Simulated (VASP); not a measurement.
Crystal: Sr.

```xyz
3
Lattice="6.9139 0.0000 0.0000 -3.4570 5.9876 0.0000 0.0000 0.0000 5.3099" Properties=species:S:1:pos:R:3 pbc="T T T"
Sr   -1.7285    2.9938    2.6549
Sr    3.4570    0.0000    2.6549
Sr    1.7285    2.9938    2.6549
```

```yaml
Program: VASP 6.6.1
Task: relaxation of cell and atoms
Functional: PBE
Potentials_or_basis: VASP PAW PBE potentials, release 64 (Sr_sv)
Cutoff: 600 eV
k_mesh: 3 × 3 × 4
Occupations: gaussian, width 0.1 eV
Spin: no spin polarisation
```

At the start: pressure 1.9 GPa; volume 73.27 Å³/atom.

**Question.** Where does the relaxation end?

**Answer.** Over 10 steps the energy falls by 624.3 meV/atom and the volume is 74.71 Å³/atom (+2.0 %); space group P6/mmm (No. 191, to 0.05 Å).

Step by step:
| step | energy change (eV) | largest force (eV/Å) | pressure (GPa) | volume (Å³) |
| --- | --- | --- | --- | --- |
| 1 | 0.0000 | 0.0000 | 1.92 | 219.82 |
| 2 | -1.0833 | 0.0000 | 0.31 | 246.88 |
| 3 | -1.6548 | 0.0000 | -0.81 | 278.31 |
| 4 | -1.6717 | 0.0000 | -0.84 | 281.84 |
| 5 | -1.7947 | 0.0000 | -0.59 | 260.69 |
| 6 | -1.8091 | 0.0000 | -0.49 | 253.30 |
| 7 | -1.7969 | 0.0000 | -0.25 | 238.70 |
| 8 | -1.8116 | 0.0000 | -0.44 | 249.41 |
| 9 | -1.8573 | 0.0000 | -0.24 | 235.44 |
| 10 | -1.8728 | 0.0000 | -0.04 | 224.12 |

Final structure:
```xyz
3
Lattice="8.0532 0.0000 0.0000 -4.0266 6.9743 0.0000 0.0000 0.0000 3.9904" Properties=species:S:1:pos:R:3 pbc="T T T"
Sr   -2.0133    3.4872    1.9952
Sr    4.0266    0.0000    1.9952
Sr    2.0133    3.4872    1.9952
```
